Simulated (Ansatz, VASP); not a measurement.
**Y: VASP beside Ansatz**

INCAR

```
SYSTEM = Y
ALGO = Fast ; EDIFF = 1E-6
ENCUT = 520 ; GGA = PS
ISIF = 2 ; ISMEAR = 0
LASPH = .True. ; LCHARG = .False.
LREAL = .False. ; LWAVE = .False.
NBANDS = 12 ; NELM = 100
PREC = Accurate ; SIGMA = 0.15
```

KPOINTS

```
k-points
0
Gamma
  16 16 16
  0 0 0
```

The input POSCAR:

```
Y
1.0
    0.0000000000      2.2675625000      2.4850000000
    2.7024375000      0.0000000000      2.4850000000
    2.7024375000      2.2675625000      0.0000000000
Y
1
Direct
    0.0000000000      0.0000000000      0.0000000000
```

Input for Ansatz:

```yaml
crystal:
  lattice:
    - [0.0, 2.2675625, 2.485]
    - [2.7024375, 0.0, 2.485]
    - [2.7024375, 2.2675625, 0.0]
  atoms:
    - { symbol: "Y", position: [0.0, 0.0, 0.0] }
basis:
  ecutwfc: 420
kpoints:
  mp_grid: { grid: [16, 16, 16] }
hamiltonian:
  xc: pbesol
scf:
  occupations: { method: gaussian, width: 0.15 }
output:
  forces: true
  stress: true
  eigenvalues: true
```

Change from the starting cell: strain +0.0875 x Voigt [1, -1, 0, 0, 0, 0], atoms carried along.

Alike in both runs: task single point; functional PBEsol; k mesh 16 × 16 × 16; occupations gaussian, width 0.15 eV; no spin polarisation.

|  | VASP | Ansatz |
| --- | --- | --- |
| version | VASP 6.6.1 | Ansatz 0.2.0 |
| potentials or method | VASP PAW PBE potentials, release 64 (Y_sv), cutoff 520 eV | scalar-relativistic, plane waves, PAW |
| valence electrons in the cell | 11 | 11 |

Ansatz gave:

* gap on the k mesh at the Fermi level (eV): none
* pressure (GPa): 0.5
* traceless stress, the component that is largest in VASP (GPa): -2.73

Question: What did VASP give for the same quantities?

Answer: gap on the k mesh at the Fermi level (eV): none; pressure (GPa): 0.4; traceless stress, the component that is largest in VASP (GPa): -2.75.

VASP's potentials were made for PBE, not for PBEsol. A gap of «none» marks a metal or a gap that the smearing closes. With one functional, cell and mesh, what is left measures potentials, basis and numerics.
